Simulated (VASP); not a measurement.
# Ti (I4_1/amd) in VASP: a series of runs

Ti is run at these levels: LDA; tasks: single point.

Program: VASP 6.6.1. These are calculated values, not measurements. Logs are shortened: lines on timing, memory, paths and dates and some standing lists are left out, and cuts for length are marked.

### Step 1. The cell of the first run

Symmetry: I4_1/amd, No. 141, tetragonal system. The conventional cell has a = 4.209 Å, b = 4.209 Å, c = 2.491 Å, α = 90.00°, β = 90.00°, γ = 90.00°. Within 2.9 Å of Ti (site symmetry -4m2) lie 10 Ti at 2.19 to 2.81 Å.

### Step 2. Single point, LDA

Contents of INCAR:

```
SYSTEM = Ti
  PREC = Accurate
  ENCUT = 520
  EDIFF = 1E-6
  ISMEAR = -1
  SIGMA = 0.05
  LREAL = .FALSE.
  LASPH = .TRUE.
  NELM = 60
  ALGO = Normal
  ISIF = 2
  LWAVE = .FALSE.
  LCHARG = .FALSE.
  NBANDS = 19
```

Contents of KPOINTS:

```
Automatic mesh
0
G
  18 18 18
  0 0 0
```

Contents of POSCAR:

```
Ti
1.0
   -2.1044675002      2.1044675002      1.2453751528
    2.1044675002     -2.1044675002      1.2453751528
    2.1044675002      2.1044675002     -1.2453751528
Ti
2
Direct
   -0.3750000000     -0.1250000000     -0.2500000000
    0.3750000000      0.1250000000      0.2500000000
```

Potentials or basis: VASP PAW LDA potentials, release 64 (Ti_sv).

Started as:

```bash
> cat potpaw_LDA.64/Ti_sv/POTCAR > POTCAR
> mpirun -np 1 vasp_std > vasp.out
```

OUTCAR:

```text
SYSTEM = Ti
   PREC = Accurate
   ENCUT = 520
   EDIFF = 1E-6
   ISMEAR = -1
   LREAL = .FALSE.
   LASPH = .TRUE.
   NELM = 60
   ISIF = 2

 ion  position               nearest neighbor table
   1  0.625  0.875  0.750-   2 2.19   2 2.19   2 2.19   2 2.19   2 2.81   2 2.81   2 2.81   2 2.81

   2  0.375  0.125  0.250-   1 2.19   1 2.19   1 2.19   1 2.19   1 2.81   1 2.81   1 2.81   1 2.81

  LATTYP: Found a body centered tetragonal cell.
 ALAT       =     4.2089350004
 C/A-ratio  =     0.5917768522

  Lattice vectors:

 A1 = (  -2.1044675002,   2.1044675002,   1.2453751528)
 A2 = (   2.1044675002,  -2.1044675002,   1.2453751528)
 A3 = (   2.1044675002,   2.1044675002,  -1.2453751528)

Analysis of symmetry for initial positions (statically):
=====================================================================
 Subroutine PRICEL returns:
 Original cell was already a primitive cell.

 Routine SETGRP: Setting up the symmetry group for a
 body centered tetragonal supercell.

 Subroutine GETGRP returns: Found 16 space group operations
 (whereof  4 operations were pure point group operations)
 out of a pool of 16 trial point group operations.

The static configuration has the point symmetry C_2h.
 The point group associated with its full space group is D_4h.

Analysis of symmetry for dynamics (positions and initial velocities):
=====================================================================
 Subroutine PRICEL returns:
 Original cell was already a primitive cell.

 Routine SETGRP: Setting up the symmetry group for a
 body centered tetragonal supercell.

 Subroutine GETGRP returns: Found 16 space group operations
 (whereof  4 operations were pure point group operations)
 out of a pool of 16 trial point group operations.

The dynamic configuration has the point symmetry C_2h.
 The point group associated with its full space group is D_4h.

 Subroutine INISYM returns: Found 16 space group operations
 (whereof  4 operations are pure point group operations),
 and found     1 'primitive' translations

----------------------------------------------------------------------------------------

                                     Primitive cell

  volume of cell :      22.0620

  direct lattice vectors                    reciprocal lattice vectors
    -2.104467500  2.104467500  1.245375153     0.000000000  0.237589794  0.401485447
     2.104467500 -2.104467500  1.245375153     0.237589794  0.000000000  0.401485447
     2.104467500  2.104467500 -1.245375153     0.237589794  0.237589794  0.000000000
[... 76 lines left out ...]
   ISTART =      0    job   : 0-new  1-cont  2-samecut
   ICHARG =      2    charge: 1-file 2-atom 10-const
   ISPIN  =      1    spin polarized calculation?
   LNONCOLLINEAR =      F non collinear calculations
   LSORBIT =      F    spin-orbit coupling
   LASPH  =      T    aspherical Exc in radial PAW
   ENCUT  =  520.0 eV  38.22 Ry    6.18 a.u.   6.00  6.00  6.00*2*pi/ulx,y,z
   NELM   =     60;   NELMIN=  2; NELMDL= -5     # of ELM steps
   EDIFF  = 0.1E-05   stopping-criterion for ELM
   LREAL  =      F    real-space projection
   EDIFFG = 0.1E-04   stopping-criterion for IOM
   NSW    =      0    number of steps for IOM
   IBRION =     -1    ionic relax: 0-MD 1-quasi-New 2-CG
   NFREE  =      0    steps in history (QN), initial steepest desc. (CG)
   ISIF   =      2    stress and relaxation
   ISYM   =      2    0-nonsym 1-usesym 2-fastsym
   POTIM  = 0.5000    time-step for ionic-motion
   TEBEG  =    0.0;   TEEND  =   0.0 temperature during run
   PSTRESS=    0.0 pullay stress
   NELECT =      24.0000    total number of electrons
   NUPDOWN=      -1.0000    fix difference up-down
   EMIN   =  10.00;   EMAX   =-10.00  energy-range for DOS
   EFERMI =   0.00;   METHOD = LEGACY
   ISMEAR =    -1;   SIGMA  =   0.05  broadening in eV -4-tet -1-fermi 0-gaus
   EFERMI_NEDOS =   21; number of points for ismear=-14 and -15
   IALGO  =     38    algorithm
   IMIX   =      4    mixing-type and parameters
     AMIX     =   0.40;   BMIX     =  1.00
     AMIX_MAG =   1.60;   BMIX_MAG =  1.00
  volume/ion in A,a.u.               =      11.03        74.44
  Fermi-wavevector in a.u.,A,eV,Ry     =   1.683696  3.181724 38.570237  2.834832
  Thomas-Fermi vector in A             =   2.766851
   LORBIT       =      0    0 simple, 1 ext, 2 COOP (PROOUT), +10 PAW based schemes
   GGA     = CA    functional components
   LHFCALC =     F    Hartree Fock is set to
   AEXX    =    0.0000 exact exchange contribution
   IVDW    =     0    specifies the selected vdW correction
   LEPSILON=     F    determine dielectric tensor
   LRPA    =     F    only Hartree local field effects (RPA)
 non-spin polarized calculation
  energy-cutoff  :      520.00
  volume of cell :       22.06
 maximum number of plane-waves:       612
   NGX = 11   NGY = 11   NGZ = 11

 number of electron      23.9999995 magnetization

 Free energy of the ion-electron system (eV)
  ---------------------------------------------------
  ext. energy  EPLUGINS =         0.00000000
  ---------------------------------------------------
  free energy    TOTEN  =       -14.58668055 eV

  energy without entropy =      -14.56395308  energy(sigma->0) =      -14.57531681

 E-fermi :  13.3474     XC(G=0): -14.0941

 val. band max:       13.3466883062   @ k =   0.3889   0.0000  -0.0000
 cond. band min:      13.3492835630   @ k =   0.2222  -0.0000   0.0000
 fundamental gap:      0.0025952568
 Fermi energy:        13.3474416833

 k-point     1 :       0.0000    0.0000    0.0000
  band No.  band energies     occupation
      1     -42.4945      2.00000
      2     -40.8452      2.00000
      3     -19.8236      2.00000
      4     -19.8236      2.00000
      5     -17.4986      2.00000
      6     -17.4451      2.00000
[... 505 lines left out ...]
      6     -17.8072      2.00000
[... 11 lines left out ...]
     18      19.7462      0.00000
     19      20.6573      0.00000

 [... further k-points ...]
[... 5 lines left out ...]
  --------------------------------------------------------------------------------------
  -------------------------------------------------------------------------------------
  Total       10.6237696     10.6237696     10.3097645      0.0000000      0.0000000     -0.0000000
  in kB      771.5153896    771.5153896    748.7118260      0.0000000      0.0000000     -0.0000000
  external PRESSURE =     763.9142017 kB  Pullay stress =       0.0000000 kB

 VOLUME and BASIS-vectors are now :
 -----------------------------------------------------------------------------
  energy-cutoff  :      520.00
  volume of cell :       22.06
      direct lattice vectors                 reciprocal lattice vectors
    -2.104467500  2.104467500  1.245375153     0.000000000  0.237589794  0.401485447
     2.104467500 -2.104467500  1.245375153     0.237589794  0.000000000  0.401485447
     2.104467500  2.104467500 -1.245375153     0.237589794  0.237589794  0.000000000

 POSITION                                       TOTAL-FORCE (eV/Angst)
 -----------------------------------------------------------------------------------
      2.10447      1.05223      0.93403        -0.000000     -0.000000     -0.000000
      0.00000      1.05223      0.31134         0.000000      0.000000      0.000000
 -----------------------------------------------------------------------------------
    total drift:                               -0.000000      0.000000      0.000000

  FREE ENERGIE OF THE ION-ELECTRON SYSTEM (eV)
  ---------------------------------------------------
  free  energy   TOTEN  =       -14.5866805463 eV

  energy  without entropy=      -14.5639530764  energy(sigma->0) =      -14.57531681
```

stdout:

```text
POSCAR found type information on POSCAR Ti
 POSCAR found :  1 types and       2 ions
 scaLAPACK will be used
 LDA part: xc-table for (Slater(with rela. corr.)+CA(PZ))
 , standard interpolation
 POSCAR, INCAR and KPOINTS ok, starting setup
 FFT: planning ... GRIDC
 FFT: planning ... GRID_SOFT
 FFT: planning ... GRID
 WAVECAR not read
 entering main loop
```

Run time: 97 s. Hardware: 1 thread of Intel Xeon Platinum 8259CL at 2.50GHz (Skylake/Cascade Lake), shared host; peak memory 0.26 GiB.

What came out:

* Free energy: -14.5867 eV
* Pressure: 76.4 GPa
* Band gap on the k mesh: zero (band 12 reaches 14.04 eV, above the bottom of band 13 at 12.27 eV)

### Step 3. Single point, LDA

Contents of INCAR:

```
PREC = Accurate ; ENCUT = 520
EDIFF = 1E-6 ; ISMEAR = -1
SIGMA = 0.05 ; LREAL = False
LASPH = True ; NELM = 60
ALGO = Normal ; ISIF = 2
LWAVE = False ; LCHARG = True
LELF = True ; LVHAR = True
NBANDS = 19
```

Contents of KPOINTS:

```
regular mesh
0
Gamma
  18 18 18
```

Contents of POSCAR:

```
Ti
1.0
   -2.1045734210      2.1045734210      1.2455554025
    2.1045734210     -2.1045734210      1.2455554025
    2.1045734210      2.1045734210     -1.2455554025
Ti
2
Direct
   -0.3750000000     -0.1250000000     -0.2500000000
    0.3750000000      0.1250000000      0.2500000000
```

Potentials or basis: VASP PAW LDA potentials, release 64 (Ti_sv).

Started as:

```bash
> cat potpaw_LDA.64/Ti_sv/POTCAR > POTCAR
> mpirun -np 1 vasp_std > vasp.out
```

It took 1.8 min on 1 thread of Intel Xeon Platinum 8259CL at 2.50GHz (Skylake/Cascade Lake), shared host; peak memory 0.26 GiB.

It converged, with:

| Quantity | Value |
| --- | --- |
| Free energy | -14.5892 eV |
| Pressure | 76.3 GPa |
| Band gap on the k mesh | zero (band 12 reaches 14.04 eV, above the bottom of band 13 at 12.27 eV) |

Stress tensor (GPa, compression positive):
```
77.07  0.00  0.00
 0.00 77.07  0.00
 0.00  0.00 74.77
```

Levels at points of the mesh, in eV from the Fermi level:
```
           k point  band 8  band 9  band 10  band 11  band 12  band 13  band 14  band 15  band 16  band 17
(0.00, 0.00, 0.00)  -30.35   -5.92    -5.06    -1.69    -0.77     0.38     3.16     3.16     3.34     3.34
(0.50, 0.00, 0.00)  -30.28   -3.69    -3.29    -1.50    -0.09     1.60     2.71     2.82     3.98     6.09
(0.50, 0.50, 0.00)  -30.57   -3.02    -3.02    -0.76    -0.76     1.02     1.02     3.64     3.64     5.18
(0.50, 0.50, 0.50)  -29.95   -2.31    -2.31     0.46     0.46     2.30     2.30     3.30     3.30     4.18
```
